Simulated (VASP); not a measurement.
# Ta (P6_3/mmc) in VASP: further runs, part 2 of 2

VASP 6.6.1.

## 3. Single point, PBEsol

INCAR reads:

```
ALGO = Normal ; EDIFF = 1E-6
ENCUT = 500 ; GGA = PS
GGA_COMPAT = False ; ISIF = 2
ISMEAR = -1 ; LASPH = True
LCHARG = False ; LREAL = False
LWAVE = False ; NBANDS = 18
NELM = 120 ; PREC = Accurate
SIGMA = 0.1
```

KPOINTS reads:

```
k-points
0
Gamma
  13 13 7
```

POSCAR reads:

```
Ta
1.0
    2.9003700000      0.0000000000      0.0000000000
   -1.4501850000      2.5117941004      0.0000000000
    0.0000000000      0.0000000000      5.1662700000
Ta
2
Direct
    0.6666666667      0.3333333333      0.7500000000
    0.3333333333      0.6666666667      0.2500000000
```

Potentials or basis: VASP PAW PBE potentials, release 64 (Ta_pv).

On the command line:

```sh
cat potpaw_PBE.64/Ta_pv/POTCAR > POTCAR
mpirun -np 1 vasp_std > vasp.out
```

OUTCAR:

```text
EDIFF = 1E-6
   ENCUT = 500
   GGA = PS
   ISIF = 2
   ISMEAR = -1
   LASPH = True
   LREAL = False
   NELM = 120
   PREC = Accurate

 ion  position               nearest neighbor table
   1  0.667  0.333  0.750-   2 3.08   2 3.08   2 3.08   2 3.08   2 3.08   2 3.08
   2  0.333  0.667  0.250-   1 3.08   1 3.08   1 3.08   1 3.08   1 3.08   1 3.08

  LATTYP: Found a hexagonal cell.
 ALAT       =     2.9003700000
 C/A-ratio  =     1.7812451515

  Lattice vectors:

 A1 = (   2.9003700000,   0.0000000000,   0.0000000000)
 A2 = (  -1.4501850000,   2.5117941004,   0.0000000000)
 A3 = (   0.0000000000,   0.0000000000,   5.1662700000)

Analysis of symmetry for initial positions (statically):
=====================================================================
 Subroutine PRICEL returns:
 Original cell was already a primitive cell.

 Routine SETGRP: Setting up the symmetry group for a
 hexagonal supercell.

 Subroutine GETGRP returns: Found 24 space group operations
 (whereof 12 operations were pure point group operations)
 out of a pool of 24 trial point group operations.

The static configuration has the point symmetry D_3d.
 The point group associated with its full space group is D_6h.

Analysis of symmetry for dynamics (positions and initial velocities):
=====================================================================
 Subroutine PRICEL returns:
 Original cell was already a primitive cell.

 Routine SETGRP: Setting up the symmetry group for a
 hexagonal supercell.

 Subroutine GETGRP returns: Found 24 space group operations
 (whereof 12 operations were pure point group operations)
 out of a pool of 24 trial point group operations.

The dynamic configuration has the point symmetry D_3d.
 The point group associated with its full space group is D_6h.

 Subroutine INISYM returns: Found 24 space group operations
 (whereof 12 operations are pure point group operations),
 and found     1 'primitive' translations

----------------------------------------------------------------------------------------

                                     Primitive cell

  volume of cell :      37.6370

  direct lattice vectors                    reciprocal lattice vectors
     2.900370000  0.000000000  0.000000000     0.344783597  0.199060902  0.000000000
    -1.450185000  2.511794100  0.000000000     0.000000000  0.398121805  0.000000000
     0.000000000  0.000000000  5.166270000     0.000000000  0.000000000  0.193563248

  length of vectors
     2.900370000  2.900370000  5.166270000     0.398121805  0.398121805  0.193563248

  position of ions in fractional coordinates (direct lattice)
     0.666666667  0.333333333  0.750000000
     0.333333333  0.666666667  0.250000000

  ion indices of the primitive-cell ions
   primitive index   ion index
                 1           1
                 2           2

----------------------------------------------------------------------------------------

 KPOINTS: k-points

Automatic generation of k-mesh.
 Grid dimensions read from file:
 generate k-points for:   13   13    7

 Generating k-lattice:

  Cartesian coordinates                     Fractional coordinates (reciprocal lattice)
     0.026521815  0.015312377  0.000000000     0.076923077  0.000000000  0.000000000
     0.000000000  0.030624754  0.000000000     0.000000000  0.076923077  0.000000000
     0.000000000  0.000000000  0.027651893     0.000000000  0.000000000  0.142857143

  Length of vectors
     0.030624754  0.030624754  0.027651893

  Shift w.r.t. Gamma in fractional coordinates (k-lattice)
     0.000000000  0.000000000  0.000000000

 Subroutine IBZKPT returns following result:
 ===========================================

 Found     84 irreducible k-points:

 Following reciprocal coordinates:
            Coordinates               Weight
  0.000000  0.000000  0.000000      1.000000
  0.076923  0.000000  0.000000      6.000000
  0.153846  0.000000  0.000000      6.000000
  0.230769  0.000000  0.000000      6.000000
  0.307692  0.000000  0.000000      6.000000
  0.384615  0.000000  0.000000      6.000000
[... 16 lines left out ...]
  0.076923  0.000000  0.142857     12.000000
  0.153846  0.000000  0.142857     12.000000
 [... further k-points ...]
   k-points           NKPTS =     84   k-points in BZ     NKDIM =     84   number of bands    NBANDS=     18
   number of dos      NEDOS =    301   number of ions     NIONS =      2
   total plane-waves  NPLWV =  23040
   dimension x,y,z NGX =    24 NGY =   24 NGZ =   40
   dimension x,y,z NGXF=    48 NGYF=   48 NGZF=   80
   ions per type =               2
   NGX,Y,Z   is equivalent  to a cutoff of  13.76, 13.76, 12.87 a.u.
   NGXF,Y,Z  is equivalent  to a cutoff of  27.51, 27.51, 25.74 a.u.
 SYSTEM =  unknown system
   PREC   = accura    normal or accurate (medium, high low for compatibility)
   ISTART =      0    job   : 0-new  1-cont  2-samecut
   ICHARG =      2    charge: 1-file 2-atom 10-const
   ISPIN  =      1    spin polarized calculation?
   LNONCOLLINEAR =      F non collinear calculations
   LSORBIT =      F    spin-orbit coupling
   LASPH  =      T    aspherical Exc in radial PAW
   ENCUT  =  500.0 eV  36.75 Ry    6.06 a.u.   5.29  5.29  9.42*2*pi/ulx,y,z
   NELM   =    120;   NELMIN=  2; NELMDL= -5     # of ELM steps
   EDIFF  = 0.1E-05   stopping-criterion for ELM
   LREAL  =      F    real-space projection
   EDIFFG = 0.1E-04   stopping-criterion for IOM
   NSW    =      0    number of steps for IOM
   IBRION =     -1    ionic relax: 0-MD 1-quasi-New 2-CG
   NFREE  =      0    steps in history (QN), initial steepest desc. (CG)
   ISIF   =      2    stress and relaxation
   ISYM   =      2    0-nonsym 1-usesym 2-fastsym
   POTIM  = 0.5000    time-step for ionic-motion
   TEBEG  =    0.0;   TEEND  =   0.0 temperature during run
   PSTRESS=    0.0 pullay stress
   NELECT =      22.0000    total number of electrons
   NUPDOWN=      -1.0000    fix difference up-down
   EMIN   =  10.00;   EMAX   =-10.00  energy-range for DOS
   EFERMI =   0.00;   METHOD = LEGACY
   ISMEAR =    -1;   SIGMA  =   0.10  broadening in eV -4-tet -1-fermi 0-gaus
   EFERMI_NEDOS =   21; number of points for ismear=-14 and -15
   IALGO  =     38    algorithm
   IMIX   =      4    mixing-type and parameters
     AMIX     =   0.40;   BMIX     =  1.00
     AMIX_MAG =   1.60;   BMIX_MAG =  1.00
  volume/ion in A,a.u.               =      18.82       126.99
  Fermi-wavevector in a.u.,A,eV,Ry     =   1.368813  2.586682 25.492553  1.873650
  Thomas-Fermi vector in A             =   2.494744
   LORBIT       =      0    0 simple, 1 ext, 2 COOP (PROOUT), +10 PAW based schemes
   GGA     = PS    functional components
   LHFCALC =     F    Hartree Fock is set to
   AEXX    =    0.0000 exact exchange contribution
   IVDW    =     0    specifies the selected vdW correction
   LEPSILON=     F    determine dielectric tensor
   LRPA    =     F    only Hartree local field effects (RPA)
 non-spin polarized calculation
  energy-cutoff  :      500.00
  volume of cell :       37.64
 maximum number of plane-waves:       968
 NGX is ok and might be reduce to    24
   NGX = 11   NGY = 11   NGZ = 19

 number of electron      22.0000003 magnetization

 Free energy of the ion-electron system (eV)
  ---------------------------------------------------
  ext. energy  EPLUGINS =         0.00000000
  ---------------------------------------------------
  free energy    TOTEN  =       -24.52142747 eV

  energy without entropy =      -24.43368908  energy(sigma->0) =      -24.47755828

 E-fermi :   5.3759     XC(G=0): -12.4932

 val. band max:        5.3704480958   @ k =   0.0769   0.0769   0.4286
 cond. band min:       5.3828188747   @ k =   0.3077   0.1538   0.4286
 fundamental gap:      0.0123707789
 Fermi energy:         5.3759128685

 k-point     1 :       0.0000    0.0000    0.0000
  band No.  band energies     occupation
      1     -29.1230      2.00000
      2     -28.3094      2.00000
      3     -28.1923      2.00000
      4     -28.1923      2.00000
      5     -28.1102      2.00000
      6     -28.1102      2.00000
[... 10 lines left out ...]
     17      10.5059      0.00000
     18      10.5059      0.00000
[... 463 lines left out ...]
 k-point    24 :       0.1538    0.0000    0.1429
  band No.  band energies     occupation
      1     -29.0187      2.00000
      2     -28.4185      2.00000
      3     -28.3922      2.00000
      4     -28.3068      2.00000
      5     -28.2490      2.00000
      6     -28.1583      2.00000
[... 10 lines left out ...]
     17      10.6757      0.00000
     18      11.5627      0.00000

 [... further k-points ...]

------------------------ aborting loop because EDIFF is reached ----------------------------------------

  FORCE on cell =-STRESS in cart. coord.  units (eV):
  Direction    XX          YY          ZZ          XY          YZ          ZX
  --------------------------------------------------------------------------------------
  -------------------------------------------------------------------------------------
  Total       -1.5821019     -1.5821019     -1.6336568     -0.0000000      0.0000000     -0.0000000
  in kB      -67.3488960    -67.3488960    -69.5435518     -0.0000000      0.0000000     -0.0000000
  external PRESSURE =     -68.0804480 kB  Pullay stress =       0.0000000 kB

 VOLUME and BASIS-vectors are now :
 -----------------------------------------------------------------------------
  energy-cutoff  :      500.00
  volume of cell :       37.64
      direct lattice vectors                 reciprocal lattice vectors
     2.900370000  0.000000000  0.000000000     0.344783597  0.199060902  0.000000000
    -1.450185000  2.511794100  0.000000000     0.000000000  0.398121805  0.000000000
     0.000000000  0.000000000  5.166270000     0.000000000  0.000000000  0.193563248

 POSITION                                       TOTAL-FORCE (eV/Angst)
 -----------------------------------------------------------------------------------
      1.45019      0.83726      3.87470         0.000000     -0.000000      0.000000
     -0.00000      1.67453      1.29157        -0.000000      0.000000      0.000000
 -----------------------------------------------------------------------------------
    total drift:                                0.000000     -0.000000      0.000000

  FREE ENERGIE OF THE ION-ELECTRON SYSTEM (eV)
  ---------------------------------------------------
  free  energy   TOTEN  =       -24.5214274725 eV

  energy  without entropy=      -24.4336890816  energy(sigma->0) =      -24.47755828
```

Run time: 23 s. Hardware: 1 thread of Intel Xeon 6975P-C (Granite Rapids), shared host; peak memory 0.18 GiB.

Results:

* Free energy: -24.5214 eV
* Pressure: -6.8 GPa
* Band gap on the k mesh: zero (bands 11 and 12 overlap by 1.63 eV)

Caveat: the cell stands under tension; the PAW data sets were made with another functional, which shifts forces and pressure a little; spin-orbit coupling is left out, which moves the levels of the heavy elements.

## 4. Single point, BLYP

INCAR reads:

```
AGGAC = 1.0
AGGAX = 1.0
ALDAC = 0.0
ALDAX = 1.0
ALGO = Normal
EDIFF = 1E-6
ENCUT = 500
GGA = B5
GGA_COMPAT = F
ISIF = 2
ISMEAR = -1
LASPH = T
LCHARG = F
LREAL = F
LWAVE = F
NBANDS = 18
NELM = 120
PREC = Accurate
SIGMA = 0.1
```

KPOINTS is that of step 3.

POSCAR is that of step 3.

On the command line:

```sh
cat potpaw_PBE.64/Ta_pv/POTCAR > POTCAR
mpirun -np 1 vasp_std > vasp.out
```

It took 25 s on 1 thread of Intel Xeon 6975P-C (Granite Rapids), shared host; peak memory 0.18 GiB.

Results (log left out):

```yaml
Free_energy: -20.1084 eV
Pressure: 6.2 GPa
Band_gap_on_the_k_mesh: zero (bands 11 and 12 overlap by 1.72 eV)
```

Stress tensor (GPa, compression positive):
```
5.91 0.00 0.00
0.00 5.91 0.00
0.00 0.00 6.67
```

Levels at points of the mesh, in eV from the Fermi level:
```tsv
k point	band 9	band 10	band 11	band 12	band 13	band 14
(0.00, 0.00, 0.00)	-0.63	0.17	0.54	0.54	1.09	1.09
```

Caveat: the cell stands under pressure; the PAW data sets were made with another functional, which shifts forces and pressure a little; spin-orbit coupling is left out, which moves the levels of the heavy elements.

## 5. The runs side by side

| level | potentials or basis | gap on the mesh (eV) | pressure (GPa) |
| --- | --- | --- | --- |
| LDA | VASP PAW LDA potentials, release 64 (Ta_pv) | none | -11.0 |
| PBEsol | VASP PAW PBE potentials, release 64 (Ta_pv) | none | -6.8 |
| BLYP | VASP PAW PBE potentials, release 64 (Ta_pv) | none | 6.2 |

Alike in all rows: task single point; no spin polarisation; cell as given; k mesh 13 × 13 × 7; cutoff (eV) 500; smearing fermi-dirac 0.1 eV.

Caveats: spin-orbit coupling is left out, which moves the levels of the heavy elements; the cell stands under tension (at least some runs); the PAW data sets were made with another functional, which shifts forces and pressure a little (at least some runs); the cell stands under pressure (at least some runs).

Absolute energies hang on the potentials; compare differences alone.
